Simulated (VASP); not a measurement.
# Li4CF (P4/mmm) in VASP: further runs, part 2 of 2

VASP 6.6.1. The steps go on from the part before.

## 4. Relaxation of cell and atoms, PBE

This run uses another cell than the first one, of 10.09 Å³/atom, 0.946 times its volume.

The input, INCAR:

```
SYSTEM = Li4CF
  PREC = Accurate
  ENCUT = 600
  EDIFF = 1E-7
  ISMEAR = 0
  SIGMA = 0.1
  LREAL = .FALSE.
  LASPH = .TRUE.
  NELM = 100
  ALGO = Normal
  ISIF = 3
  LWAVE = .FALSE.
  LCHARG = .FALSE.
  GGA = PE
  IBRION = 2
  NSW = 100
  EDIFFG = -0.01
```

The input, KPOINTS:

```
regular mesh
0
G
  10 10 8
  0 0 0
```

The input, POSCAR:

```
Li4CF
1.0
    3.4978713500      0.0000000000      0.0000000000
    0.0000000000      3.4978713500      0.0000000000
    0.0000000000      0.0000000000      4.9467371100
Li C F
4 1 1
Direct
    0.5000000000      0.0000000000      0.2500000000
    0.0000000000      0.5000000000      0.7500000000
    0.5000000000      0.0000000000      0.7500000000
    0.0000000000      0.5000000000      0.2500000000
    0.0000000000      0.0000000000      0.0000000000
    0.5000000000      0.5000000000      0.5000000000
```

Launch:

```console
cat potpaw_PBE.64/Li_sv/POTCAR potpaw_PBE.64/C/POTCAR potpaw_PBE.64/F/POTCAR > POTCAR
mpirun -np 1 vasp_std > vasp.out
```

It took 12 min on 1 thread of AMD EPYC 7R43 (Zen 3), shared host; peak memory 0.23 GiB.

It converged, with:

| Quantity | Value |
| --- | --- |
| Free energy | -22.2534 eV |
| Relaxed volume | 10.62 Å³/atom |
| Relaxed cell | a = 3.525 Å, b = 3.525 Å, c = 5.128 Å, α = 90.00°, β = 90.00°, γ = 90.00° |
| Space group after relaxing (to 0.05 Å) | P4/mmm (No. 123) |
| Energy gained by relaxing | 9.7 meV/atom |
| Ionic steps | 8 |
| Pressure after relaxing | 0.0 GPa |
| Largest force after relaxing | 0.005 eV/Å |

Forces on the atoms (eV/Å):
```
Li   0.000  0.000 -0.005
Li   0.000  0.000  0.005
Li   0.000  0.000  0.005
Li   0.000  0.000 -0.005
C    0.000  0.000  0.000
F    0.000  0.000  0.000
```

The path:
| step | energy change (eV) | largest force (eV/Å) | pressure (GPa) | volume (Å³) |
| --- | --- | --- | --- | --- |
| 1 | 0.0000 | 0.3510 | 1.58 | 60.52 |
| 2 | -0.0285 | 0.2248 | 1.10 | 61.40 |
| 3 | -0.0541 | 0.0263 | 0.25 | 63.27 |
| 4 | -0.0543 | 0.0461 | 0.19 | 63.42 |
| 5 | -0.0576 | 0.0026 | -0.06 | 63.72 |
| 6 | -0.0579 | 0.0142 | -0.16 | 63.83 |
| 7 | -0.0579 | 0.0154 | -0.16 | 63.84 |
| 8 | -0.0581 | 0.0053 | -0.05 | 63.70 |

Final structure:
```xyz
6
Lattice="3.5246 0.0000 0.0000 0.0000 3.5246 0.0000 0.0000 0.0000 5.1277" Properties=species:S:1:pos:R:3 pbc="T T T"
Li    1.7623    3.5246    1.2246
Li    0.0000    1.7623    3.9030
Li    1.7623    3.5246    3.9030
Li    3.5246    1.7623    1.2246
C     0.0000    3.5246    5.1277
F     1.7623    1.7623    2.5638
```

Levels at points of the mesh, in eV from the Fermi level:
| k point | band 8 | band 9 | band 10 | band 11 | band 12 | band 13 | band 14 | band 15 |
| --- | --- | --- | --- | --- | --- | --- | --- | --- |
| (0.00, 0.00, 0.00) | -6.45 | -6.45 | -0.19 | 0.17 | 0.17 | 0.68 | 4.20 | 7.91 |
| (0.50, 0.00, 0.00) | -6.63 | -6.35 | -2.34 | -0.62 | 0.63 | 3.17 | 4.27 | 7.20 |
| (0.50, 0.50, 0.00) | -6.83 | -6.68 | -1.06 | -1.06 | -0.90 | 1.54 | 3.15 | 7.25 |
| (0.00, 0.00, 0.50) | -6.43 | -6.43 | -1.50 | 0.11 | 0.11 | 2.94 | 4.64 | 7.53 |
| (0.50, 0.00, 0.50) | -6.73 | -6.35 | -2.04 | -0.98 | 0.70 | 3.79 | 5.20 | 6.93 |
| (0.50, 0.50, 0.50) | -6.83 | -6.76 | -1.71 | -1.07 | -1.07 | 2.63 | 5.10 | 5.96 |

Caveat: the cutoff is under 1.25 times the usual one of these potentials, so pressure, stress and relaxed cells hold a basis-set (Pulay) error; an odd number of electrons without spin polarisation forces a metal; a magnetic or distorted state may lie lower.

## 5. Single point, PBE

This run uses another cell than the first one, of 10.09 Å³/atom, 0.946 times its volume.

The input, INCAR:

```
PREC = Accurate
ENCUT = 520
EDIFF = 1E-6
ISMEAR = 0
SIGMA = 0.1
LREAL = F
LASPH = T
NELM = 100
ALGO = Normal
ISIF = 2
LWAVE = F
LCHARG = F
GGA = PE
NBANDS = 20
```

The input, KPOINTS:

```
Automatic mesh
0
Gamma
  6 6 4
```

POSCAR is that of step 4.

Potentials or basis: VASP PAW PBE potentials, release 64 (Li_sv, C, F).

Launch:

```console
cat potpaw_PBE.64/Li_sv/POTCAR potpaw_PBE.64/C/POTCAR potpaw_PBE.64/F/POTCAR > POTCAR
mpirun -np 1 vasp_std > vasp.out
```

OUTCAR:

```text
PREC = Accurate
   ENCUT = 520
   EDIFF = 1E-6
   ISMEAR = 0
   LREAL = F
   LASPH = T
   NELM = 100
   ISIF = 2
   GGA = PE

 ion  position               nearest neighbor table
   1  0.500  0.000  0.250-   5 2.14   6 2.14   6 2.14   5 2.14   4 2.47   4 2.47   4 2.47   4 2.47
                             3 2.47   3 2.47
   2  0.000  0.500  0.750-   5 2.14   6 2.14   5 2.14   6 2.14   3 2.47   3 2.47   3 2.47   3 2.47
                             4 2.47   4 2.47
   3  0.500  0.000  0.750-   5 2.14   6 2.14   6 2.14   5 2.14   2 2.47   2 2.47   2 2.47   2 2.47
                             1 2.47   1 2.47
[... 766 lines left out ...]
  Total        0.4967098      0.4967098      0.9914884      0.0000000      0.0000000     -0.0000000
  in kB       13.1488211     13.1488211     26.2465202      0.0000000      0.0000000     -0.0000000
  external PRESSURE =      17.5147208 kB  Pullay stress =       0.0000000 kB

 VOLUME and BASIS-vectors are now :
 -----------------------------------------------------------------------------
  energy-cutoff  :      520.00
  volume of cell :       60.52
      direct lattice vectors                 reciprocal lattice vectors
     3.497871350  0.000000000  0.000000000     0.285888159  0.000000000  0.000000000
     0.000000000  3.497871350  0.000000000     0.000000000  0.285888159  0.000000000
     0.000000000  0.000000000  4.946737110     0.000000000  0.000000000  0.202153455

 POSITION                                       TOTAL-FORCE (eV/Angst)
 -----------------------------------------------------------------------------------
      1.74894      0.00000      1.23668         0.000000      0.000000     -0.367035
      0.00000      1.74894      3.71005         0.000000     -0.000000      0.367035
      1.74894      0.00000      3.71005        -0.000000      0.000000      0.367035
      0.00000      1.74894      1.23668        -0.000000     -0.000000     -0.367035
      0.00000      0.00000      0.00000        -0.000000     -0.000000      0.000000
      1.74894      1.74894      2.47337        -0.000000     -0.000000      0.000000
 -----------------------------------------------------------------------------------
    total drift:                                0.000000      0.000000      0.000000

  FREE ENERGIE OF THE ION-ELECTRON SYSTEM (eV)
  ---------------------------------------------------
  free  energy   TOTEN  =       -22.1767945682 eV

  energy  without entropy=      -22.1648264945  energy(sigma->0) =      -22.17081053
```

OSZICAR:

```text
N       E                     dE             d eps       ncg     rms          rms(c)
DAV:   1     0.137025922030E+03    0.13703E+03   -0.10902E+04  1200   0.122E+03
DAV:   2    -0.521871615579E+01   -0.14224E+03   -0.13810E+03  1368   0.305E+02
DAV:   3    -0.238730900088E+02   -0.18654E+02   -0.18486E+02  2216   0.732E+01
DAV:   4    -0.246701410428E+02   -0.79705E+00   -0.79391E+00  1664   0.190E+01
DAV:   5    -0.246960510493E+02   -0.25910E-01   -0.25907E-01  1816   0.276E+00    0.720E+00
DAV:   6    -0.221807187756E+02    0.25153E+01   -0.89681E+00  1380   0.113E+01    0.212E+00
DAV:   7    -0.221914743969E+02   -0.10756E-01   -0.71627E-01  1608   0.341E+00    0.170E+00
DAV:   8    -0.221855014526E+02    0.59729E-02   -0.21709E-01  1416   0.242E+00    0.594E-01
DAV:   9    -0.221766287723E+02    0.88727E-02   -0.39431E-02  1724   0.702E-01    0.327E-01
DAV:  10    -0.221765304983E+02    0.98274E-04   -0.54307E-03  1472   0.337E-01    0.132E-01
DAV:  11    -0.221767931365E+02   -0.26264E-03   -0.85612E-04  1448   0.174E-01    0.261E-02
DAV:  12    -0.221767947302E+02   -0.15937E-05   -0.46845E-05  1772   0.440E-02    0.949E-03
DAV:  13    -0.221767945682E+02    0.16197E-06   -0.80190E-06  1648   0.129E-02
   1 F= -.22176795E+02 E0= -.22170811E+02  d E =-.119681E-01
```

stdout:

```text
POSCAR found type information on POSCAR LiC F
 POSCAR found :  3 types and       6 ions
 scaLAPACK will be used
 LDA part: xc-table for (Slater+PW92), standard interpolation
 POSCAR, INCAR and KPOINTS ok, starting setup
 FFT: planning ... GRIDC
 FFT: planning ... GRID_SOFT
 FFT: planning ... GRID
 WAVECAR not read
 entering main loop
```

Run time: 58 s. Hardware: 1 thread of AMD EPYC 7R43 (Zen 3), shared host; peak memory 0.15 GiB.

Results:

- Free energy: -22.1768 eV
- Largest force: 0.367 eV/Å

Forces on the atoms (eV/Å):
```
Li   0.000  0.000 -0.367
Li   0.000  0.000  0.367
Li   0.000  0.000  0.367
Li   0.000  0.000 -0.367
C    0.000  0.000  0.000
F    0.000  0.000  0.000
```

Levels at points of the mesh, in eV from the Fermi level:
```
           k point  band 9  band 10  band 11  band 12  band 13  band 14
(0.00, 0.00, 0.00)   -7.06    -0.21     0.19     0.19     0.54     4.34
(0.50, 0.00, 0.00)   -6.97    -2.38    -0.65     0.63     2.96     4.32
(0.50, 0.50, 0.00)   -7.18    -1.10    -1.10    -0.94     1.67     2.79
(0.00, 0.00, 0.50)   -6.86    -1.67     0.14     0.14     2.93     4.83
(0.50, 0.00, 0.50)   -6.97    -2.04    -1.15     0.73     3.87     5.18
(0.50, 0.50, 0.50)   -7.27    -1.99    -1.11    -1.11     2.90     5.32
```

Caveat: the cutoff is under 1.25 times the usual one of these potentials, so pressure, stress and relaxed cells hold a basis-set (Pulay) error; an odd number of electrons without spin polarisation forces a metal; a magnetic or distorted state may lie lower.

## 6. The runs side by side

| task | cell | k mesh | cutoff (eV) | gap on the mesh (eV) | largest force (eV/Å) |
| --- | --- | --- | --- | --- | --- |
| single point | a = 3.529, b = 3.529, c = 5.137 Å, 6 atoms | 10 × 10 × 8 | 520 | none | 0.02 |
| relaxation of cell and atoms | relaxed from a = 3.498, b = 3.498, c = 4.947 Å, 6 atoms | 10 × 10 × 8 | 600 | none | 0.01 |
| single point | a = 3.498, b = 3.498, c = 4.947 Å, 6 atoms | 6 × 6 × 4 | 520 | none | 0.37 |

Alike in all rows: level PBE; potentials or basis VASP PAW PBE potentials, release 64 (Li_sv, C, F); no spin polarisation; smearing gaussian 0.1 eV.

Caveats: the cutoff is under 1.25 times the usual one of these potentials, so pressure, stress and relaxed cells hold a basis-set (Pulay) error; an odd number of electrons without spin polarisation forces a metal; a magnetic or distorted state may lie lower.

Absolute energies hang on the potentials; compare differences alone.
